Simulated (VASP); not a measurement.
Write the native input for VASP 6.6.1 that does the following.

```yaml
Task: single point
Functional: r2SCAN
Potentials_or_basis: VASP PAW PBE potentials, release 64 (In_d, P)
Cutoff: 520 eV
k_mesh: 8 × 8 × 8
Occupations: gaussian, width 0.05 eV
Spin: no spin polarisation
Dipole_correction: no
Further_INCAR_settings: ALGO = Normal; EDIFF = 1e-06; NBANDS = 16
```

InP:

```
In P
1.0
     0.00000    2.88654    2.88654
     2.88654    0.00000    2.88654
     2.88654    2.88654    0.00000
In P
1 1
Direct
  0.00000 0.00000 0.00000
  0.75000 0.75000 0.75000
```

This cell differs from its parent crystal: strain -0.015 along x and y, -0.015 along z.

One way to write it, as run:

POSCAR

```
InP
1.0
    0.0000000000      2.8865425000      2.8865425000
    2.8865425000      0.0000000000      2.8865425000
    2.8865425000      2.8865425000      0.0000000000
In P
1 1
Direct
    0.0000000000      0.0000000000      0.0000000000
    0.7500000000      0.7500000000      0.7500000000
```

INCAR.step1

```
SYSTEM = InP
  PREC = Accurate
  ENCUT = 520
  ISMEAR = 0
  SIGMA = 0.05
  LREAL = .FALSE.
  LASPH = .TRUE.
  NELM = 80
  NBANDS = 16
  GGA = PE
  ALGO = Normal
  EDIFF = 1E-4
  LWAVE = .TRUE.
  LCHARG = .FALSE.
```

INCAR.step2

```
SYSTEM = InP
  PREC = Accurate
  ENCUT = 520
  EDIFF = 1E-6
  ISMEAR = 0
  SIGMA = 0.05
  LREAL = .FALSE.
  LASPH = .TRUE.
  NELM = 80
  ALGO = Normal
  ISIF = 2
  LWAVE = .FALSE.
  LCHARG = .FALSE.
  METAGGA = R2SCAN
  LMIXTAU = .TRUE.
  NBANDS = 16
  ISTART = 1
```

KPOINTS

```
regular mesh
0
G
  8 8 8
  0 0 0
```

Potentials or basis: VASP PAW PBE potentials, release 64 (In_d, P).

Launch:

```console
$ cat potpaw_PBE.64/In_d/POTCAR potpaw_PBE.64/P/POTCAR > POTCAR
$ cp INCAR.step1 INCAR
$ mpirun -np 1 vasp_std > vasp.out
$ cp INCAR.step2 INCAR
$ mpirun -np 1 vasp_std > vasp.out
```

Results of the run:

```json
{
  "Pressure": "5.4 GPa",
  "Band gap on the k mesh": "1.43 eV"
}
```

Caveat: the cell differs from its parent crystal (strain -0.015 along x and y, -0.015 along z); the cell stands under pressure; the PAW data sets were made with another functional, which shifts forces and pressure a little; spin-orbit coupling is left out, which moves the levels of the heavy elements.

It took 2.4 min on 1 thread of Intel Xeon 8259CL (shared host), peak memory 0.18 GiB.
